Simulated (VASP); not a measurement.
Write the native input for VASP 6.6.1 that does the following.

- Task: single point
- Functional: PBE
- Potentials or basis: VASP PAW PBE potentials, release 64 (Sn_d, Cd, N, H)
- Cutoff: 520 eV
- k mesh: 5 × 5 × 4
- Occupations: gaussian, width 0.2192 eV
- Spin: no spin polarisation
- Dipole correction: no
- Further INCAR settings: ALGO = Normal; EDIFF = 1e-07; NBANDS = 36

The structure of Cd2SnH4N2 lies in POSCAR:

```
Cd2SnH4N2
1.0
    0.0000001408      3.3515940990      0.0000000396
    7.2171698543     -1.6757973353     -1.4818834544
    3.1877470058     -0.0000000822     -4.3776261156
Sn Cd N H
1 2 2 4
Direct
    0.0000000000      0.0000000000      0.0000000000
    0.8666004250      0.7332008500      0.7644483819
    0.1333995750      0.2667991500      0.2355516181
    0.6408596186      0.2817192372      0.7210346518
    0.3591403814      0.7182807628      0.2789653482
    0.7013907730      0.4027815459      0.4456733817
    0.2986092270      0.5972184541      0.5543266183
    0.6996906272      0.3993812543      0.7586566365
    0.3003093728      0.6006187457      0.2413433635
```

One way to write it, as run:

INCAR

```
SYSTEM = Cd2SnH4N2
PREC = Accurate
ENCUT = 520
EDIFF = 1E-7
ISMEAR = 0
SIGMA = 0.2192
LREAL = .FALSE.
LASPH = .TRUE.
NELM = 60
ALGO = Normal
ISIF = 2
LWAVE = .FALSE.
LCHARG = .FALSE.
GGA = PE
NBANDS = 36
```

KPOINTS

```
regular mesh
0
G
  5 5 4
  0 0 0
```

Potentials or basis: VASP PAW PBE potentials, release 64 (Sn_d, Cd, N, H).

Command:

```bash
$ cat potpaw_PBE.64/Sn_d/POTCAR potpaw_PBE.64/Cd/POTCAR potpaw_PBE.64/N/POTCAR potpaw_PBE.64/H/POTCAR > POTCAR
$ mpirun -np 1 vasp_std > vasp.out
```

It gave:

The pressure is 20.2 GPa and the largest force is 0.025 eV/Å. The band gap on the k mesh is zero (bands 26 and 27 overlap by 1.42 eV).

Caveat: the k points lie up to 0.40 Å⁻¹ apart, too coarse for converged energies and pressures of a metal; spin-orbit coupling is left out, which moves the levels of the heavy elements.

Run time: 3.8 min on 1 thread of Intel Xeon 8259CL, with other jobs on the host, peak memory 0.3 GiB.
